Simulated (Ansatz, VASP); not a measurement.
One calculation of BiSe4, two programs

INCAR

```
SYSTEM = BiSe4
ALGO = Normal ; EDIFF = 1E-7
ENCUT = 520 ; GGA = PE
ISIF = 2 ; ISMEAR = 0
LASPH = .TRUE. ; LCHARG = .FALSE.
LREAL = .FALSE. ; LWAVE = .FALSE.
NBANDS = 28 ; NELM = 80
PREC = Accurate ; SIGMA = 0.1
```

KPOINTS

```
k-points
0
G
  6 6 6
  0 0 0
```

File POSCAR:

```
BiSe4
1.0
   -2.4749083000      2.4749083000      5.9099665700
    2.4749083000     -2.4749083000      5.9099665700
    2.4749083000      2.4749083000     -5.9099665700
Bi Se
1 4
Direct
    0.0000000000      0.0000000000      0.0000000000
    0.6183366800      0.6183366800      0.0000000000
    0.7500000000      0.2500000000      0.5000000000
    0.2500000000      0.7500000000      0.5000000000
    0.3816633200      0.3816633200      0.0000000000
```

Input for Ansatz:

```yaml
crystal:
  lattice:
    - [-2.4749083, 2.4749083, 5.90996657]
    - [2.4749083, -2.4749083, 5.90996657]
    - [2.4749083, 2.4749083, -5.90996657]
  atoms:
    - { symbol: Bi, position: [0.0, 0.0, 0.0] }
    - { symbol: Se, position: [0.61833668, 0.61833668, 0.0] }
    - { symbol: Se, position: [0.75, 0.25, 0.5] }
    - { symbol: Se, position: [0.25, 0.75, 0.5] }
    - { symbol: Se, position: [0.38166332, 0.38166332, 0.0] }
basis:
  ecutwfc: 420
kpoints:
  mp_grid: { grid: [6, 6, 6] }
hamiltonian:
  xc: pbe
scf:
  occupations: { method: gaussian, width: 0.1 }
  lower_state_search: "off"
output:
  forces: true
  stress: true
  eigenvalues: true
```

Change from the starting cell: species swapped into the SrGa4 type (I4/mmm, No. 139).

Alike in both runs: task single point; functional PBE; k mesh 6 × 6 × 6; occupations gaussian, width 0.1 eV; no spin polarisation.

```csv
,VASP,Ansatz
version,VASP 6.6.1,Ansatz 0.2.0
potentials or method,"VASP PAW PBE potentials, release 64 (Bi_d, Se), cutoff 520 eV","scalar-relativistic, plane waves, PAW"
valence electrons in the cell,39,79
```

|  | VASP | Ansatz | Ansatz less VASP |
| --- | --- | --- | --- |
| gap on the k mesh at the Fermi level (eV) | none | none | - |
| pressure (GPa) | -5.4 | -5.4 | +0.01 |
| traceless stress, the component that is largest in VASP (GPa) | -2.83 | -2.83 | 0.000 |
| rms of the force components (eV/Å) | 0.016 | 0.016 | +0.0002 |

Atom by atom the forces differ by 0.000 eV/Å (rms over components). A gap of «none» marks a metal or a gap that the smearing closes. VASP's potentials hold 39 valence electrons a cell and Ansatz's 79, so a difference there can come from the potentials and not from the codes.

Neither program's run includes spin-orbit coupling.
